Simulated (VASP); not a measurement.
Lu, 2 atoms in the cell. Symmetry: P6_3/mmc, No. 194, hexagonal system. The conventional cell has a = 2.576 Å, b = 2.576 Å, c = 4.356 Å, α = 90.00°, β = 90.00°, γ = 120.00°. Lu (site symmetry -6m2) has 12 Lu at 2.58 to 2.64 Å within 3.4 Å. 

- Program: VASP 6.6.1
- Task: single point
- Functional: PBE
- Potentials or basis: VASP PAW PBE potentials, release 64 (Lu)
- Cutoff: 520 eV
- k mesh: 14 × 14 × 8
- Occupations: fermi-dirac, width 0.05 eV
- Spin: no spin polarisation
- Dipole correction: no
- Further INCAR settings: ALGO = Normal; EDIFF = 1e-06; NBANDS = 32

Potentials or basis: VASP PAW PBE potentials, release 64 (Lu).

Run with:

```sh
$ cat potpaw_PBE.64/Lu/POTCAR > POTCAR
$ mpirun -np 1 vasp_std > vasp.out
```

Hardware: 1 thread of Intel Xeon 8259CL, on a shared host.

Problem. Estimate the wall time of this run.

Solution. Run time: 2.7 min on 1 thread of Intel Xeon 8259CL (shared host), peak memory 0.21 GiB. Counts: scf iterations 14, k points 120.
